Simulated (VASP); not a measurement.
# Sb (R-3m) in VASP: relaxation of cell and atoms with PBEsol

Aim: the relaxation of cell and atoms of Sb with PBEsol.

Program: VASP 6.6.1. These are calculated values, not measurements. Logs are shortened: lines on timing, memory, paths and dates and some standing lists are left out, and cuts for length are marked.

### Step 1. The cell of the first run

It takes space group R-3m (No. 166, trigonal). Conventional cell: a = 4.301 Å, b = 4.301 Å, c = 11.232 Å, α = 90.00°, β = 90.00°, γ = 120.00°. Sb (site symmetry 3m) has 6 Sb at 2.90 to 3.34 Å within 3.8 Å.

### Step 2. Relaxation of cell and atoms, PBEsol

INCAR reads:

```
SYSTEM = Sb
ALGO = Normal
EDIFF = 1E-7
EDIFFG = -0.002
ENCUT = 600
GGA = PS
IBRION = 2
ISIF = 3
ISMEAR = 0
LASPH = .TRUE.
LCHARG = .FALSE.
LREAL = .FALSE.
LWAVE = .FALSE.
NELM = 80
NSW = 100
PREC = Accurate
SIGMA = 0.1
```

KPOINTS reads:

```
k-points
0
G
  12 12 12
  0 0 0
```

POSCAR reads:

```
Sb
1.0
    2.1506000000      1.2416494900      3.7440000000
   -2.1506000000      1.2416494900      3.7440000000
    0.0000000000     -2.4832989800      3.7440000000
Sb
2
Direct
    0.2336400000      0.2336400000      0.2336400000
    0.7663600000      0.7663600000      0.7663600000
```

Potentials or basis: VASP PAW PBE potentials, release 64 (Sb).

Command:

```console
> cat potpaw_PBE.64/Sb/POTCAR > POTCAR
> mpirun -np 1 vasp_std > vasp.out
```

OUTCAR:

```text
SYSTEM = Sb
   EDIFF = 1E-7
   EDIFFG = -0.002
   ENCUT = 600
   GGA = PS
   IBRION = 2
   ISIF = 3
   ISMEAR = 0
   LASPH = .TRUE.
   LREAL = .FALSE.
   NELM = 80
   NSW = 100
   PREC = Accurate

 ion  position               nearest neighbor table
   1  0.234  0.234  0.234-   2 2.90   2 2.90   2 2.90   2 3.34   2 3.34   2 3.34
   2  0.766  0.766  0.766-   1 2.90   1 2.90   1 2.90   1 3.34   1 3.34   1 3.34

  LATTYP: Found a trigonal (rhomboedric) cell.
 ALAT       =     4.4926951617
 COS(alpha) =     0.5417152821

  Lattice vectors:

 A1 = (   2.1506000000,   1.2416494900,   3.7440000000)
 A2 = (  -2.1506000000,   1.2416494900,   3.7440000000)
 A3 = (   0.0000000000,  -2.4832989800,   3.7440000000)

Analysis of symmetry for initial positions (statically):
=====================================================================
 Subroutine PRICEL returns:
 Original cell was already a primitive cell.

 Routine SETGRP: Setting up the symmetry group for a
 trigonal (rhombohedral) supercell.

 Subroutine GETGRP returns: Found 12 space group operations
 (whereof 12 operations were pure point group operations)
 out of a pool of 12 trial point group operations.

The static configuration has the point symmetry D_3d.

Analysis of symmetry for dynamics (positions and initial velocities):
=====================================================================
 Subroutine PRICEL returns:
 Original cell was already a primitive cell.

 Routine SETGRP: Setting up the symmetry group for a
 trigonal (rhombohedral) supercell.

 Subroutine GETGRP returns: Found 12 space group operations
 (whereof 12 operations were pure point group operations)
 out of a pool of 12 trial point group operations.

The dynamic configuration has the point symmetry D_3d.

 Subroutine INISYM returns: Found 12 space group operations
 (whereof 12 operations are pure point group operations),
 and found     1 'primitive' translations

----------------------------------------------------------------------------------------

                                     Primitive cell

  volume of cell :      59.9854

  direct lattice vectors                    reciprocal lattice vectors
     2.150600000  1.241649490  3.744000000     0.232493258  0.134230045  0.089031339
    -2.150600000  1.241649490  3.744000000    -0.232493258  0.134230045  0.089031339
     0.000000000 -2.483298980  3.744000000     0.000000000 -0.268460090  0.089031339

  length of vectors
     4.492695162  4.492695162  4.492695163     0.282838115  0.282838115  0.282838115

  position of ions in fractional coordinates (direct lattice)
     0.233640000  0.233640000  0.233640000
     0.766360000  0.766360000  0.766360000

  ion indices of the primitive-cell ions
   primitive index   ion index
                 1           1
                 2           2

----------------------------------------------------------------------------------------

 KPOINTS: k-points

Automatic generation of k-mesh.
 Grid dimensions read from file:
 generate k-points for:   12   12   12

 Generating k-lattice:

  Cartesian coordinates                     Fractional coordinates (reciprocal lattice)
     0.019374438  0.011185837  0.007419278     0.083333333  0.000000000  0.000000000
    -0.019374438  0.011185837  0.007419278     0.000000000  0.083333333  0.000000000
     0.000000000 -0.022371674  0.007419278     0.000000000  0.000000000  0.083333333

  Length of vectors
     0.023569843  0.023569843  0.023569843

  Shift w.r.t. Gamma in fractional coordinates (k-lattice)
     0.000000000  0.000000000  0.000000000

 Subroutine IBZKPT returns following result:
 ===========================================

 Found    189 irreducible k-points:

 Following reciprocal coordinates:
            Coordinates               Weight
  0.000000  0.000000  0.000000      1.000000
  0.083333 -0.000000 -0.000000      6.000000
  0.166667 -0.000000  0.000000      6.000000
  0.250000 -0.000000  0.000000      6.000000
  0.333333 -0.000000  0.000000      6.000000
  0.416667  0.000000  0.000000      6.000000
[... 16 lines left out ...]
  0.500000  0.166667  0.000000     12.000000
 -0.416667  0.166667 -0.000000     12.000000
 [... further k-points ...]
   k-points           NKPTS =    189   k-points in BZ     NKDIM =    189   number of bands    NBANDS=      9
   number of dos      NEDOS =    301   number of ions     NIONS =      2
   total plane-waves  NPLWV =  46656
   dimension x,y,z NGX =    36 NGY =   36 NGZ =   36
   dimension x,y,z NGXF=    72 NGYF=   72 NGZF=   72
   ions per type =               2
   NGX,Y,Z   is equivalent  to a cutoff of  13.32, 13.32, 13.32 a.u.
   NGXF,Y,Z  is equivalent  to a cutoff of  26.64, 26.64, 26.64 a.u.
 SYSTEM =  Sb
   PREC   = accura    normal or accurate (medium, high low for compatibility)
   ISTART =      0    job   : 0-new  1-cont  2-samecut
   ICHARG =      2    charge: 1-file 2-atom 10-const
   ISPIN  =      1    spin polarized calculation?
   LNONCOLLINEAR =      F non collinear calculations
   LSORBIT =      F    spin-orbit coupling
   LASPH  =      T    aspherical Exc in radial PAW
   ENCUT  =  600.0 eV  44.10 Ry    6.64 a.u.   8.97  8.97  8.97*2*pi/ulx,y,z
   NELM   =     80;   NELMIN=  2; NELMDL= -5     # of ELM steps
   EDIFF  = 0.1E-06   stopping-criterion for ELM
   LREAL  =      F    real-space projection
   EDIFFG = -.2E-02   stopping-criterion for IOM
   NSW    =    100    number of steps for IOM
   IBRION =      2    ionic relax: 0-MD 1-quasi-New 2-CG
   NFREE  =      1    steps in history (QN), initial steepest desc. (CG)
   ISIF   =      3    stress and relaxation
   ISYM   =      2    0-nonsym 1-usesym 2-fastsym
   POTIM  = 0.5000    time-step for ionic-motion
   TEBEG  =    0.0;   TEEND  =   0.0 temperature during run
   PSTRESS=    0.0 pullay stress
   NELECT =      10.0000    total number of electrons
   NUPDOWN=      -1.0000    fix difference up-down
   EMIN   =  10.00;   EMAX   =-10.00  energy-range for DOS
   EFERMI =   0.00;   METHOD = LEGACY
   ISMEAR =     0;   SIGMA  =   0.10  broadening in eV -4-tet -1-fermi 0-gaus
   EFERMI_NEDOS =   21; number of points for ismear=-14 and -15
   IALGO  =     38    algorithm
   IMIX   =      4    mixing-type and parameters
     AMIX     =   0.40;   BMIX     =  1.00
     AMIX_MAG =   1.60;   BMIX_MAG =  1.00
  volume/ion in A,a.u.               =      29.99       202.40
  Fermi-wavevector in a.u.,A,eV,Ry     =   0.901003  1.702649 11.045297  0.811806
  Thomas-Fermi vector in A             =   2.024030
   LORBIT       =      0    0 simple, 1 ext, 2 COOP (PROOUT), +10 PAW based schemes
   GGA     = PS    functional components
   LHFCALC =     F    Hartree Fock is set to
   AEXX    =    0.0000 exact exchange contribution
   IVDW    =     0    specifies the selected vdW correction
   LEPSILON=     F    determine dielectric tensor
   LRPA    =     F    only Hartree local field effects (RPA)
 conjugate gradient relaxation of ions
 non-spin polarized calculation
 Gauss-broadening in eV      SIGMA  =   0.10
  energy-cutoff  :      600.00
  volume of cell :       59.99
 maximum number of plane-waves:      2034
   NGX = 17   NGY = 17   NGZ = 17

--------------------------------------- Ionic step        1  -------------------------------------------

 number of electron      10.0000000 magnetization

 Free energy of the ion-electron system (eV)
  ---------------------------------------------------
  ext. energy  EPLUGINS =         0.00000000
  ---------------------------------------------------
  free energy    TOTEN  =        -9.11092325 eV

  energy without entropy =       -9.11040739  energy(sigma->0) =       -9.11066532

------------------------ aborting loop because EDIFF is reached ----------------------------------------

  FORCE on cell =-STRESS in cart. coord.  units (eV):
  Direction    XX          YY          ZZ          XY          YZ          ZX
  --------------------------------------------------------------------------------------
  -------------------------------------------------------------------------------------
  Total        0.2948701      0.2948701      0.0714706      0.0000000      0.0000000      0.0000000
  in kB        7.8758159      7.8758159      1.9089405      0.0000000      0.0000000      0.0000000
  external PRESSURE =       5.8868574 kB  Pullay stress =       0.0000000 kB

 VOLUME and BASIS-vectors are now :
 -----------------------------------------------------------------------------
  energy-cutoff  :      600.00
  volume of cell :       59.99
      direct lattice vectors                 reciprocal lattice vectors
     2.150600000  1.241649490  3.744000000     0.232493258  0.134230045  0.089031339
    -2.150600000  1.241649490  3.744000000    -0.232493258  0.134230045  0.089031339
     0.000000000 -2.483298980  3.744000000     0.000000000 -0.268460090  0.089031339
[... 253 lines left out ...]
 POSITION                                       TOTAL-FORCE (eV/Angst)
 -----------------------------------------------------------------------------------
     -0.00000      0.00000      2.61191         0.000000      0.000000     -0.011606
     -0.00000      0.00000      8.44220        -0.000000     -0.000000      0.011606
 -----------------------------------------------------------------------------------
    total drift:                                0.000000     -0.000000      0.000000

  FREE ENERGIE OF THE ION-ELECTRON SYSTEM (eV)
  ---------------------------------------------------
  free  energy   TOTEN  =        -9.1180202657 eV

  energy  without entropy=       -9.1173499719  energy(sigma->0) =       -9.11768512

--------------------------------------- Ionic step        9  -------------------------------------------

 number of electron      10.0000000 magnetization

 Free energy of the ion-electron system (eV)
  ---------------------------------------------------
  ext. energy  EPLUGINS =         0.00000000
  ---------------------------------------------------
  free energy    TOTEN  =        -9.11804571 eV

  energy without entropy =       -9.11738259  energy(sigma->0) =       -9.11771415

 E-fermi :   7.1949     XC(G=0):  -9.7291

 val. band max:        7.1937823720   @ k =  -0.4167   0.5000   0.4167
 cond. band min:       7.3166800101   @ k =   0.3333   0.1667   0.1667
 fundamental gap:      0.1228976381
 Fermi energy:         7.1948596272

 k-point     1 :       0.0000    0.0000    0.0000
  band No.  band energies     occupation
      1      -5.4930      2.00000
      2       2.5384      2.00000
      3       5.2946      2.00000
      4       5.4382      2.00000
      5       5.4382      2.00000
      6       9.5954      0.00000
      7      10.0755      0.00000
      8      10.0755      0.00000
      9      12.1723      0.00000

 k-point     2 :       0.0833   -0.0000   -0.0000
  band No.  band energies     occupation
      1      -5.4159      2.00000
      2       2.1600      2.00000
      3       5.3175      2.00000
      4       5.4299      2.00000
      5       5.6216      2.00000
      6       9.4990      0.00000
      7       9.8466      0.00000
      8       9.8479      0.00000
      9      11.8819      0.00000
[... 253 lines left out ...]
 k-point    24 :      -0.4167    0.1667   -0.0000
  band No.  band energies     occupation
      1      -2.9329      2.00000
      2      -2.2596      2.00000
      3       3.5545      2.00000
      4       5.1110      2.00000
      5       5.5492      2.00000
      6       8.1812      0.00000
      7       8.5964      0.00000
      8      10.3870      0.00000
      9      13.8430      0.00000

 [... further k-points ...]

------------------------ aborting loop because EDIFF is reached ----------------------------------------

  FORCE on cell =-STRESS in cart. coord.  units (eV):
  Direction    XX          YY          ZZ          XY          YZ          ZX
  --------------------------------------------------------------------------------------
  -------------------------------------------------------------------------------------
  Total        0.0034577      0.0034577      0.0014487     -0.0000000     -0.0000000      0.0000000
  in kB        0.0928842      0.0928842      0.0389156     -0.0000000     -0.0000000      0.0000000
  external PRESSURE =       0.0748947 kB  Pullay stress =       0.0000000 kB

 VOLUME and BASIS-vectors are now :
 -----------------------------------------------------------------------------
  energy-cutoff  :      600.00
  volume of cell :       59.64
      direct lattice vectors                 reciprocal lattice vectors
     2.162970477  1.248791588  3.680104699     0.231163581  0.133462355  0.090577133
    -2.162970477  1.248791588  3.680104699    -0.231163581  0.133462355  0.090577133
    -0.000000000 -2.497583176  3.680104699     0.000000000 -0.266924711  0.090577133

 POSITION                                       TOTAL-FORCE (eV/Angst)
 -----------------------------------------------------------------------------------
     -0.00000      0.00000      2.60819         0.000000      0.000000     -0.001595
     -0.00000      0.00000      8.43212        -0.000000      0.000000      0.001595
 -----------------------------------------------------------------------------------
    total drift:                               -0.000000     -0.000000      0.000000

  FREE ENERGIE OF THE ION-ELECTRON SYSTEM (eV)
  ---------------------------------------------------
  free  energy   TOTEN  =        -9.1180457065 eV

  energy  without entropy=       -9.1173825917  energy(sigma->0) =       -9.11771415

 reached required accuracy - stopping structural energy minimisation
```

Wall time 8.9 min (1 thread of AMD EPYC 7R13, shared host); peak memory 0.27 GiB.

What came out:

```yaml
Free_energy: -9.1180 eV
Relaxed_volume: 29.82 Å³/atom
Relaxed_cell: a = 4.448 Å, b = 4.448 Å, c = 4.448 Å, α = 58.20°, β = 58.20°, γ = 58.20°
Space_group_after_relaxing_to_0.1_Å: R-3m (No. 166)
Energy_gained_by_relaxing: 3.6 meV/atom
Ionic_steps: 9
Pressure_after_relaxing: 0.0 GPa
Band_gap_on_the_k_mesh: zero (bands 5 and 6 overlap by 0.26 eV)
```

Step by step:
| step | energy change (eV) | largest force (eV/Å) | pressure (GPa) | volume (Å³) |
| --- | --- | --- | --- | --- |
| 1 | 0.0000 | 0.2184 | 0.59 | 59.99 |
| 2 | -0.0029 | 0.0384 | -0.67 | 60.95 |
| 3 | -0.0033 | 0.0814 | -0.36 | 60.70 |
| 4 | -0.0052 | 0.0552 | -0.24 | 60.37 |
| 5 | -0.0070 | 0.0033 | 0.10 | 59.56 |
| 6 | -0.0070 | 0.0010 | 0.09 | 59.59 |
| 7 | -0.0071 | 0.0165 | -0.09 | 59.72 |
| 8 | -0.0071 | 0.0116 | -0.03 | 59.68 |
| 9 | -0.0071 | 0.0016 | 0.01 | 59.64 |

Final structure:
```xyz
2
Lattice="2.1630 1.2488 3.6801 -2.1630 1.2488 3.6801 0.0000 -2.4976 3.6801" Properties=species:S:1:pos:R:3 pbc="T T T"
Sb    0.0000    0.0000    2.6082
Sb    0.0000    0.0000    8.4321
```

Levels at points of the mesh, in eV from the Fermi level:
| k point | band 1 | band 2 | band 3 | band 4 | band 5 | band 6 | band 7 | band 8 | band 9 |
| --- | --- | --- | --- | --- | --- | --- | --- | --- | --- |
| (0.00, 0.00, 0.00) | -12.69 | -4.66 | -1.90 | -1.76 | -1.76 | 2.40 | 2.88 | 2.88 | 4.98 |
| (0.50, 0.00, 0.00) | -10.27 | -9.66 | -1.69 | -1.51 | -0.26 | -0.14 | 0.26 | 0.33 | 7.88 |
| (0.50, 0.50, 0.00) | -10.27 | -7.83 | -5.53 | -3.71 | -3.67 | 1.63 | 5.12 | 5.51 | 7.17 |
| (0.50, 0.50, 0.50) | -10.93 | -9.10 | -1.19 | -1.19 | -0.43 | 0.00 | 0.00 | 0.97 | 7.33 |

Caveat: the PAW data sets were made with another functional, which shifts forces and pressure a little; spin-orbit coupling is left out, which moves the levels of the heavy elements.
